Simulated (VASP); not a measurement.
ZnS: single point with PBE

ZnS:

```xyz
2
Lattice="0.0000 2.6807 2.7624 2.6807 0.0000 2.7624 2.6807 2.6807 0.0000" Properties=species:S:1:pos:R:3 pbc="T T T"
Zn    0.0000    0.0000    0.0000
S     4.0211    4.0211    4.1436
```

This cell differs from its parent crystal: strain -0.015 along x and y, +0.015 along z.

| Item | Value |
| --- | --- |
| Program | VASP 6.6.1 |
| Task | single point |
| Functional | PBE |
| Potentials or basis | VASP PAW PBE potentials, release 64 (Zn, S) |
| Cutoff | 520 eV |
| k mesh | 8 × 8 × 8 |
| Occupations | gaussian, width 0.05 eV |
| Spin | no spin polarisation |
| Dipole correction | no |
| Further INCAR settings | ALGO = Normal; EDIFF = 1e-07; NBANDS = 16 |

- Pressure: 1.3 GPa
- Band gap on the k mesh: 2.05 eV

Stress tensor (GPa, compression positive):
```
1.70 0.00 0.00
0.00 1.70 0.00
0.00 0.00 0.42
```

Levels at points of the mesh, in eV from the valence-band top:
```csv
k point,band 7,band 8,band 9,band 10,band 11,band 12
"(0.00, 0.00, 0.00)",-0.11,0.00,0.00,2.05,6.37,6.37
"(0.50, 0.00, 0.00)",-5.28,-0.97,-0.81,3.25,6.78,7.03
"(0.50, 0.50, 0.00)",-4.68,-2.13,-2.13,3.49,4.23,10.67
"(0.50, 0.00, 0.50)",-4.51,-2.31,-2.25,3.34,3.95,11.00
```

It took 69 s on 1 thread of Intel Xeon 8259CL (shared host), peak memory 0.18 GiB.

Caveat: the cell differs from its parent crystal (strain -0.015 along x and y, +0.015 along z).
